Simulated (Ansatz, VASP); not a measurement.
HfN in VASP and in Ansatz

```
CELL_PARAMETERS angstrom
0.00000 2.27344 2.27344
2.27344 0.00000 2.27344
2.27344 2.27344 0.00000
ATOMIC_POSITIONS crystal
Hf 0.50000 0.50000 0.50000
N 0.00000 0.00000 0.00000
```

Alike in both runs: task single point; functional PBE; dispersion D3(BJ); k mesh 10 × 10 × 10; occupations gaussian, width 0.05 eV; no spin polarisation.

|  | VASP | Ansatz |
| --- | --- | --- |
| version | VASP 6.6.1 | Ansatz 0.2.0 |
| potentials or method | VASP PAW PBE potentials, release 64 (Hf_pv, N), cutoff 520 eV | scalar-relativistic, plane waves, PAW |
| valence electrons in the cell | 15 | 31 |

Ansatz gave:

- gap on the k mesh at the Fermi level (eV): none
- pressure (GPa): -5.2

**Question.** Which values does VASP return?

**Answer.** gap on the k mesh at the Fermi level (eV): none; pressure (GPa): -7.6.

A gap of «none» marks a metal or a gap that the smearing closes. VASP's potentials hold 15 valence electrons a cell and Ansatz's 31, so a difference there can come from the potentials and not from the codes.

Spin-orbit coupling is off throughout.
